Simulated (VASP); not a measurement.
Here is a VASP 6.6.1 calculation.

File INCAR:

```
  ALGO = Normal
  EDIFF = 1E-6
  EDIFFG = -0.03
  ENCUT = 600
  GGA = PS
  IBRION = 2
  ISIF = 8
  ISMEAR = -1
  LASPH = True
  LCHARG = False
  LREAL = False
  LWAVE = False
  NELM = 100
  NSW = 50
  PREC = Accurate
  SIGMA = 0.05
```

File KPOINTS:

```
k-points
0
Gamma
  7 7 7
```

The input POSCAR:

```
Sr
1.0
    0.0000000000      3.0423500000      3.0423500000
    3.0423500000      0.0000000000      3.0423500000
    3.0423500000      3.0423500000      0.0000000000
Sr
1
Direct
    0.0000000000      0.0000000000      0.0000000000
```

Potentials or basis: VASP PAW PBE potentials, release 64 (Sr_sv).

Command:

```bash
$ cat potpaw_PBE.64/Sr_sv/POTCAR > POTCAR
$ mpirun -np 1 vasp_std > vasp.out
```

**Question.** What does it give for the relaxed volume?

**Answer.** 51.85 Å³/atom.

**Question.** What does it give for the space group after relaxing (to 0.05 Å)?

**Answer.** Fm-3m (No. 225).

**Question.** What does it give for the band gap on the k mesh?

**Answer.** 0.07 eV, indirect (least direct gap 0.31 eV).

Step by step:
| step | energy change (eV) | largest force (eV/Å) | pressure (GPa) | volume (Å³) |
| --- | --- | --- | --- | --- |
| 1 | 0.0000 | 0.0000 | -0.84 | 56.32 |
| 2 | -0.0093 | 0.0000 | -0.42 | 53.95 |
| 3 | -0.0119 | 0.0000 | 0.03 | 51.85 |

Caveat: the PAW data sets were made with another functional, which shifts forces and pressure a little. A k mesh can miss the band edges.
